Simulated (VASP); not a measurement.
Input of a VASP 6.6.1 run:

Contents of INCAR:

```
  ALGO = Fast
  EDIFF = 1E-7
  ENCUT = 520
  GGA = PS
  ISIF = 2
  ISMEAR = 0
  LASPH = T
  LCHARG = F
  LREAL = F
  LWAVE = F
  NBANDS = 22
  NELM = 60
  PREC = Accurate
  SIGMA = 0.1
```

KPOINTS

```
k-points
0
Gamma
  18 16 12
```

File POSCAR:

```
SiNi
1.0
    2.9947885111      0.0000000000      0.0000000000
    0.0000000000      3.2345974111      0.0000000000
    0.0000000000      0.0000000000      4.8827301197
Si Ni
2 2
Direct
    0.5000000000      0.5000000000      0.8402198251
    0.0000000000      0.0000000000      0.1597801749
    0.5000000000      0.5000000000      0.3383528180
    0.0000000000      0.0000000000      0.6616471820
```

Potentials or basis: VASP PAW PBE potentials, release 64 (Si, Ni).

Launch:

```console
$ cat potpaw_PBE.64/Si/POTCAR potpaw_PBE.64/Ni/POTCAR > POTCAR
$ mpirun -np 1 vasp_std > vasp.out
```

**Question.** Predict the pressure.

**Answer.** -8.2 GPa.

**Question.** Predict the largest force.

**Answer.** 0.010 eV/Å.

**Question.** Estimate the band gap on the k mesh.

**Answer.** Zero (bands 14 and 15 overlap by 2.01 eV).

Forces on the atoms (eV/Å):
```
Si   0.000  0.000  0.007
Si   0.000  0.000 -0.007
Ni   0.000  0.000  0.010
Ni   0.000  0.000 -0.010
```

Caveat: the cell differs from its parent crystal (strain along c alone, the other axes held: +4.5 %, then relaxed in part); the stress differs along the axes, from -14 to -5 GPa; the PAW data sets were made with another functional, which shifts forces and pressure a little. Spin polarisation is off, so any magnetic state and its effect on volume and gap are missing.
